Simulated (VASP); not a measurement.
Runs of VASP 6.6.1 on RbPt3. The structure is that of space group Pm-3m (No. 221), or close to it. The cells are those of the table. 

```tsv
task	cell	k mesh	cutoff (eV)	gap on the mesh (eV)	pressure (GPa)	relaxed volume (Å³/atom)
single point	a = 4.392 Å, 4 atoms	4 × 4 × 4	520	none	-7.6	-
single point	a = 4.250 Å, 4 atoms	12 × 12 × 12	520	none	0.2	-
relaxation of cell and atoms	relaxed from a = 4.392 Å, 4 atoms	4 × 4 × 4	600	none	0.0	(b)
relaxation of cell and atoms	relaxed from a = 4.248 Å, 4 atoms	12 × 12 × 12	600	none	0.0	(a)
single point	a = 4.248 Å, 4 atoms	4 × 4 × 4	520	none	0.1	-
```

Alike in all rows: level PBE; potentials or basis VASP PAW PBE potentials, release 64 (Rb_sv, Pt); no spin polarisation; smearing gaussian 0.1 eV.

Problem. Fill in the values left out.

Solution. (a) 19.25; (b) 19.20.

Caveats: some runs use coarse meshes; spin-orbit coupling is left out, which moves the levels of the heavy elements; the cell stands under tension (at least some runs).

A k mesh can miss the band edges, and the runs leave out spin-orbit coupling on Pt, Rb.

A gap of «none» marks levels without a gap at the run's occupations.
